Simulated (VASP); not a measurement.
# MgS (Imm2) in VASP: single point with LDA

Aim: the single point of MgS with LDA.

All numbers are computed with VASP 6.6.1; they aren't measurements. Logs are shortened: lines on timing, memory, paths and dates and some standing lists are left out, and cuts for length are marked.

## Step 1: The cell of the first run

It takes space group Imm2 (No. 44, orthorhombic). Conventional cell: a = 3.819 Å, b = 4.068 Å, c = 5.401 Å, α = 90.00°, β = 90.00°, γ = 90.00°. Within 3.1 Å of Mg (site symmetry mm2) lie 4 S at 2.34 to 2.44 Å. Within 3.1 Å of S (site symmetry mm2) lie 4 Mg at 2.34 to 2.44 Å.

## Step 2: Single point, LDA

Contents of INCAR:

```
SYSTEM = MgS
PREC = Accurate ; ENCUT = 600
EDIFF = 1E-6 ; ISMEAR = 0
SIGMA = 0.1 ; LREAL = .FALSE.
LASPH = .TRUE. ; NELM = 120
ALGO = Normal ; ISIF = 2
LWAVE = .FALSE. ; LCHARG = .TRUE.
GGA = CA ; LELF = .TRUE.
LVHAR = .TRUE. ; NBANDS = 16
GGA_COMPAT = .FALSE.
```

Contents of KPOINTS:

```
Automatic mesh
0
G
  6 4 4
  0 0 0
```

Contents of POSCAR:

```
MgS
1.0
    3.8194131438      0.0000000000      0.0000000000
    0.0000000000      5.4014658538      0.0000000000
    0.0000000000      0.0000000000      4.0678174648
Mg S
2 2
Direct
    0.0000000000      0.0000000000      0.0000000000
    0.5000000000      0.5000000000      0.4999970000
    0.5000000000      0.2500000000      0.0000000000
    0.0000000000      0.7500000000      0.4999970000
```

Potentials or basis: VASP PAW LDA potentials, release 64 (Mg, S).

On the command line:

```bash
$ cat potpaw_LDA.64/Mg/POTCAR potpaw_LDA.64/S/POTCAR > POTCAR
$ mpirun -np 1 vasp_std > vasp.out
```

OUTCAR:

```text
SYSTEM = MgS
   PREC = Accurate
   ENCUT = 600
   EDIFF = 1E-6
   ISMEAR = 0
   LREAL = .FALSE.
   LASPH = .TRUE.
   NELM = 120
   ISIF = 2
   GGA = CA

 ion  position               nearest neighbor table
   1  0.000  0.000  0.000-   3 2.34   3 2.34   4 2.44   4 2.44
   2  0.500  0.500  0.500-   4 2.34   4 2.34   3 2.44   3 2.44
   3  0.500  0.250  0.000-   1 2.34   1 2.34   2 2.44   2 2.44
   4  0.000  0.750  0.500-   2 2.34   2 2.34   1 2.44   1 2.44

  LATTYP: Found a simple orthorhombic cell.
 ALAT       =     3.8194131438
 B/A-ratio  =     1.0650373007
 C/A-ratio  =     1.4142135586

  Lattice vectors:

 A1 = (  -3.8194131438,   0.0000000000,   0.0000000000)
 A2 = (   0.0000000000,   0.0000000000,   4.0678174648)
 A3 = (   0.0000000000,   5.4014658538,   0.0000000000)

Analysis of symmetry for initial positions (statically):
=====================================================================
 Subroutine PRICEL returns following result:

  LATTYP: Found a body centered orthorhombic cell.
 ALAT       =     3.8194131439
 B/A-ratio  =     1.0650373006
 C/A-ratio  =     1.4142135586

  Lattice vectors:

 A1 = (   1.9097065719,   2.7007329269,   2.0338965289)
 A2 = (  -1.9097065719,   2.7007329269,  -2.0338965289)
 A3 = (  -1.9097065719,  -2.7007329269,   2.0339209359)

   2 primitive cells build up your supercell.

 Routine SETGRP: Setting up the symmetry group for a
 simple orthorhombic supercell.

 Subroutine GETGRP returns: Found  4 space group operations
 (whereof  4 operations were pure point group operations)
 out of a pool of  8 trial point group operations.

The static configuration has the point symmetry C_2v.

Analysis of symmetry for dynamics (positions and initial velocities):
=====================================================================
 Subroutine PRICEL returns following result:

  LATTYP: Found a body centered orthorhombic cell.
 ALAT       =     3.8194131439
 B/A-ratio  =     1.0650373006
 C/A-ratio  =     1.4142135586

  Lattice vectors:

 A1 = (   1.9097065719,   2.7007329269,   2.0338965289)
 A2 = (  -1.9097065719,   2.7007329269,  -2.0338965289)
 A3 = (  -1.9097065719,  -2.7007329269,   2.0339209359)

   2 primitive cells build up your supercell.

 Routine SETGRP: Setting up the symmetry group for a
 simple orthorhombic supercell.

 Subroutine GETGRP returns: Found  4 space group operations
 (whereof  4 operations were pure point group operations)
 out of a pool of  8 trial point group operations.

The dynamic configuration has the point symmetry C_2v.

 Subroutine INISYM returns: Found  4 space group operations
 (whereof  4 operations are pure point group operations),
 and found     2 'primitive' translations

----------------------------------------------------------------------------------------

                                     Primitive cell

  volume of cell :      41.9604

  direct lattice vectors                    reciprocal lattice vectors
     1.909706572  2.700732927  2.033896529     0.000001571  0.185134929  0.245832073
    -1.909706572  2.700732927 -2.033896529    -0.261820327  0.185134929  0.000000000
    -1.909706572 -2.700732927  2.033920936    -0.261818757  0.000000000  0.245832073

  length of vectors
     3.882997891  3.882997891  3.883010676     0.307747218  0.320663104  0.359141294

  position of ions in fractional coordinates (direct lattice)
     0.000000000  0.000000000  0.000000000
     0.249997000  0.750000000  0.499997000

  ion indices of the primitive-cell ions
   primitive index   ion index
                 1           1
                 2           4

----------------------------------------------------------------------------------------

 KPOINTS: Automatic mesh

Automatic generation of k-mesh.
 Grid dimensions read from file:
 generate k-points for:    6    4    4

 Generating k-lattice:

  Cartesian coordinates                     Fractional coordinates (reciprocal lattice)
     0.043636721  0.000000000  0.000000000     0.166666667  0.000000000  0.000000000
     0.000000000  0.046283732  0.000000000     0.000000000  0.250000000  0.000000000
     0.000000000  0.000000000  0.061458018     0.000000000  0.000000000  0.250000000

  Length of vectors
     0.043636721  0.046283732  0.061458018

  Shift w.r.t. Gamma in fractional coordinates (k-lattice)
     0.000000000  0.000000000  0.000000000

 Subroutine IBZKPT returns following result:
 ===========================================

 Found     36 irreducible k-points:

 Following reciprocal coordinates:
            Coordinates               Weight
  0.000000  0.000000  0.000000      1.000000
  0.166667  0.000000  0.000000      2.000000
  0.333333  0.000000  0.000000      2.000000
  0.500000  0.000000  0.000000      1.000000
  0.000000  0.250000  0.000000      2.000000
  0.166667  0.250000  0.000000      4.000000
[... 16 lines left out ...]
  0.333333  0.500000  0.250000      4.000000
  0.500000  0.500000  0.250000      2.000000
 [... further k-points ...]
   k-points           NKPTS =     36   k-points in BZ     NKDIM =     36   number of bands    NBANDS=     16
   number of dos      NEDOS =    301   number of ions     NIONS =      4
   total plane-waves  NPLWV =  49152
   dimension x,y,z NGX =    32 NGY =   48 NGZ =   32
   dimension x,y,z NGXF=    64 NGYF=   96 NGZF=   64
   ions per type =               2   2
   NGX,Y,Z   is equivalent  to a cutoff of  13.93, 14.77, 13.08 a.u.
   NGXF,Y,Z  is equivalent  to a cutoff of  27.86, 29.55, 26.16 a.u.
 SYSTEM =  MgS
   PREC   = accura    normal or accurate (medium, high low for compatibility)
   ISTART =      0    job   : 0-new  1-cont  2-samecut
   ICHARG =      2    charge: 1-file 2-atom 10-const
   ISPIN  =      1    spin polarized calculation?
   LNONCOLLINEAR =      F non collinear calculations
   LSORBIT =      F    spin-orbit coupling
   LASPH  =      T    aspherical Exc in radial PAW
   ENCUT  =  600.0 eV  44.10 Ry    6.64 a.u.   7.63 10.79  8.12*2*pi/ulx,y,z
   NELM   =    120;   NELMIN=  2; NELMDL= -5     # of ELM steps
   EDIFF  = 0.1E-05   stopping-criterion for ELM
   LREAL  =      F    real-space projection
   EDIFFG = 0.1E-04   stopping-criterion for IOM
   NSW    =      0    number of steps for IOM
   IBRION =     -1    ionic relax: 0-MD 1-quasi-New 2-CG
   NFREE  =      0    steps in history (QN), initial steepest desc. (CG)
   ISIF   =      2    stress and relaxation
   ISYM   =      2    0-nonsym 1-usesym 2-fastsym
   POTIM  = 0.5000    time-step for ionic-motion
   TEBEG  =    0.0;   TEEND  =   0.0 temperature during run
   PSTRESS=    0.0 pullay stress
   NELECT =      16.0000    total number of electrons
   NUPDOWN=      -1.0000    fix difference up-down
   EMIN   =  10.00;   EMAX   =-10.00  energy-range for DOS
   EFERMI =   0.00;   METHOD = LEGACY
   ISMEAR =     0;   SIGMA  =   0.10  broadening in eV -4-tet -1-fermi 0-gaus
   EFERMI_NEDOS =   21; number of points for ismear=-14 and -15
   IALGO  =     38    algorithm
   IMIX   =      4    mixing-type and parameters
     AMIX     =   0.40;   BMIX     =  1.00
     AMIX_MAG =   1.60;   BMIX_MAG =  1.00
  volume/ion in A,a.u.               =      20.98       141.58
  Fermi-wavevector in a.u.,A,eV,Ry     =   0.942233  1.780562 12.079290  0.887803
  Thomas-Fermi vector in A             =   2.069822
   LORBIT       =      0    0 simple, 1 ext, 2 COOP (PROOUT), +10 PAW based schemes
   GGA     = CA    functional components
   LHFCALC =     F    Hartree Fock is set to
   AEXX    =    0.0000 exact exchange contribution
   IVDW    =     0    specifies the selected vdW correction
   LEPSILON=     F    determine dielectric tensor
   LRPA    =     F    only Hartree local field effects (RPA)
 non-spin polarized calculation
 Gauss-broadening in eV      SIGMA  =   0.10
  energy-cutoff  :      600.00
  volume of cell :       83.92
 maximum number of plane-waves:      2836
 NGX is ok and might be reduce to    32
   NGX = 15   NGY = 21   NGZ = 17

 number of electron      15.9999996 magnetization

 Free energy of the ion-electron system (eV)
  ---------------------------------------------------
  ext. energy  EPLUGINS =         0.00000000
  ---------------------------------------------------
  free energy    TOTEN  =       -18.69066320 eV

  energy without entropy =      -18.69066320  energy(sigma->0) =      -18.69066320

 E-fermi :   1.9273     XC(G=0):  -9.0610

 val. band max:        1.4960267189   @ k =   0.0000   0.0000   0.0000
 cond. band min:       4.8972751253   @ k =   0.0000   0.0000   0.0000
 fundamental gap:      3.4012484064
 Fermi energy:         1.9272918257

 k-point     1 :       0.0000    0.0000    0.0000
  band No.  band energies     occupation
      1     -10.1028      2.00000
      2      -8.9698      2.00000
      3      -1.5963      2.00000
      4      -0.0634      2.00000
      5       0.3875      2.00000
      6       1.2983      2.00000
[... 8 lines left out ...]
     15      12.0745      0.00000
     16      12.5864      0.00000

 k-point     2 :       0.1667    0.0000    0.0000
  band No.  band energies     occupation
      1      -9.9699      2.00000
      2      -8.9599      2.00000
      3      -1.4115      2.00000
      4      -0.2358      2.00000
      5       0.0688      2.00000
      6       0.6622      2.00000
[... 8 lines left out ...]
     15      10.9897      0.00000
     16      12.1132      0.00000

 k-point     3 :       0.3333    0.0000    0.0000
  band No.  band energies     occupation
      1      -9.6268      2.00000
      2      -9.0057      2.00000
      3      -1.2008      2.00000
      4      -0.7596      2.00000
      5      -0.5858      2.00000
      6       0.4196      2.00000
[... 8 lines left out ...]
     15      10.2266      0.00000
     16      10.7159      0.00000
[... 362 lines left out ...]
 k-point    23 :       0.3333    0.5000    0.2500
  band No.  band energies     occupation
      1      -9.2040      2.00000
      2      -9.2040      2.00000
      3      -1.4232      2.00000
      4      -1.4232      2.00000
      5      -0.2770      2.00000
      6      -0.2770      2.00000
[... 8 lines left out ...]
     15      10.2502      0.00000
     16      10.2502      0.00000

 k-point    24 :       0.5000    0.5000    0.2500
  band No.  band energies     occupation
      1      -9.1084      2.00000
      2      -9.1084      2.00000
      3      -1.7019      2.00000
      4      -1.7019      2.00000
      5      -0.0391      2.00000
      6      -0.0391      2.00000
[... 8 lines left out ...]
     15      10.4106      0.00000
     16      10.4106      0.00000

 [... further k-points ...]

------------------------ aborting loop because EDIFF is reached ----------------------------------------

  FORCE on cell =-STRESS in cart. coord.  units (eV):
  Direction    XX          YY          ZZ          XY          YZ          ZX
  --------------------------------------------------------------------------------------
  -------------------------------------------------------------------------------------
  Total        3.5000563      1.5652453     -0.7215983      0.0000000      0.0000000      0.0000000
  in kB       66.8214481     29.8829362    -13.7764200      0.0000000      0.0000000      0.0000000
  external PRESSURE =      27.6426548 kB  Pullay stress =       0.0000000 kB

 VOLUME and BASIS-vectors are now :
 -----------------------------------------------------------------------------
  energy-cutoff  :      600.00
  volume of cell :       83.92
      direct lattice vectors                 reciprocal lattice vectors
     3.819413144  0.000000000  0.000000000     0.261820327  0.000000000  0.000000000
     0.000000000  5.401465854  0.000000000     0.000000000  0.185134929  0.000000000
     0.000000000  0.000000000  4.067817465     0.000000000  0.000000000  0.245832073

 POSITION                                       TOTAL-FORCE (eV/Angst)
 -----------------------------------------------------------------------------------
      0.00000      0.00000      0.00000         0.000000     -0.522312      0.000000
      1.90971      2.70073      2.03390         0.000000     -0.522312      0.000000
      1.90971      1.35037      0.00000         0.000000      0.522312      0.000000
      0.00000      4.05110      2.03390         0.000000      0.522312     -0.000000
 -----------------------------------------------------------------------------------
    total drift:                                0.000000      0.000178      0.006957

  FREE ENERGIE OF THE ION-ELECTRON SYSTEM (eV)
  ---------------------------------------------------
  free  energy   TOTEN  =       -18.6906632017 eV

  energy  without entropy=      -18.6906632017  energy(sigma->0) =      -18.69066320
```

It took 39 s on 1 thread of AMD EPYC 7R43 (Zen 3), shared host; peak memory 0.17 GiB.

Results:

```
Free energy            : -18.6907 eV
Pressure               : 2.8 GPa
Largest force          : 0.522 eV/Å
Band gap on the k mesh : 3.40 eV
```

Forces in eV/Å, atoms in the order of the input:
```
Mg   0.000 -0.522  0.000
Mg   0.000 -0.522  0.000
S    0.000  0.522  0.000
S    0.000  0.522  0.000
```

Levels at points of the mesh, in eV from the valence-band top:
```csv
k point,band 5,band 6,band 7,band 8,band 9,band 10,band 11,band 12
"(0.00, 0.00, 0.00)",-1.11,-0.20,-0.04,0.00,3.40,3.47,5.36,7.45
"(0.50, 0.00, 0.00)",-1.53,-1.53,-0.65,-0.65,5.99,5.99,6.73,6.73
"(0.00, 0.50, 0.00)",-0.96,-0.96,-0.61,-0.61,5.08,5.08,6.40,6.40
"(0.50, 0.50, 0.00)",-0.61,-0.61,-0.43,-0.43,4.89,4.89,6.96,6.96
"(0.00, 0.00, 0.50)",-1.65,-1.65,-0.43,-0.43,6.25,6.25,6.98,6.98
"(0.50, 0.00, 0.50)",-1.19,-1.19,-1.16,-1.16,3.53,3.53,5.53,5.53
"(0.00, 0.50, 0.50)",-0.40,-0.40,-0.30,-0.30,5.22,5.22,7.56,7.56
"(0.50, 0.50, 0.50)",-2.14,-2.14,-1.60,-1.60,5.46,5.46,8.11,8.11
```

A k mesh can miss the band edges.
